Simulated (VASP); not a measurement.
Set up this calculation in VASP 6.6.1, as the native input.

```yaml
Task: single point
Functional: PBE
Potentials_or_basis: VASP PAW PBE potentials, release 64 (Y_sv, Si, Se)
Cutoff: 520 eV
k_mesh: 6 × 6 × 4
Occupations: gaussian, width 0.1 eV
Spin: no spin polarisation
Dipole_correction: no
Further_INCAR_settings: ALGO = Normal; EDIFF = 1e-07; NBANDS = 24
```

The structure of Y2SiSe lies in POSCAR:

```
Y2SiSe
1.0
    3.7555662800      0.0000000000      0.0000000000
   -1.8777831400      3.2524158100      0.0000000000
    0.0000000000      0.0000000000      6.6878712300
Y Si Se
2 1 1
Direct
    0.3333333300      0.6666666700      0.2483033800
    0.6666666700      0.3333333300      0.7516966200
    0.0000000000      0.0000000000      0.5000000000
    0.0000000000      0.0000000000      0.0000000000
```

The cell was built from a structure type or drawn by symmetry, and may not be a known phase.

One way to write it, as run:

INCAR

```
SYSTEM = Y2SiSe
PREC     = Accurate       ! precision mode
ENCUT    = 520            ! plane-wave cutoff, eV
EDIFF    = 1E-7           ! SCF threshold, eV
ISMEAR   = 0              ! smearing method
SIGMA    = 0.1            ! smearing width, eV
LREAL    = .FALSE.        ! projectors in reciprocal space
LASPH    = .TRUE.         ! aspherical terms in the spheres
NELM     = 80             ! most SCF steps
ALGO     = Normal         ! electronic algorithm
ISIF     = 2              ! what is computed and relaxed
LWAVE    = .FALSE.        ! write WAVECAR
LCHARG   = .TRUE.         ! write CHGCAR
GGA      = PE             ! functional
LELF     = .TRUE.         ! ELF
LVHAR    = .TRUE.       
NBANDS   = 24             ! bands
```

KPOINTS

```
Automatic mesh
0
G
  6 6 4
  0 0 0
```

Potentials or basis: VASP PAW PBE potentials, release 64 (Y_sv, Si, Se).

Run with:

```sh
$ cat potpaw_PBE.64/Y_sv/POTCAR potpaw_PBE.64/Si/POTCAR potpaw_PBE.64/Se/POTCAR > POTCAR
$ mpirun -np 1 vasp_std > vasp.out
```

It gave:

```yaml
Pressure: 18.4 GPa
Largest_force: 1.110 eV/Å
Band_gap_on_the_k_mesh: zero (bands 16 and 17 overlap by 0.26 eV)
```

Caveat: the cell stands under pressure; forces of over 1 eV/Å act on the atoms, so gaps and moduli don't describe the material at rest.

Wall time 69 s on 1 thread of Intel Xeon 8259CL, with other jobs on the host, peak memory 0.23 GiB.
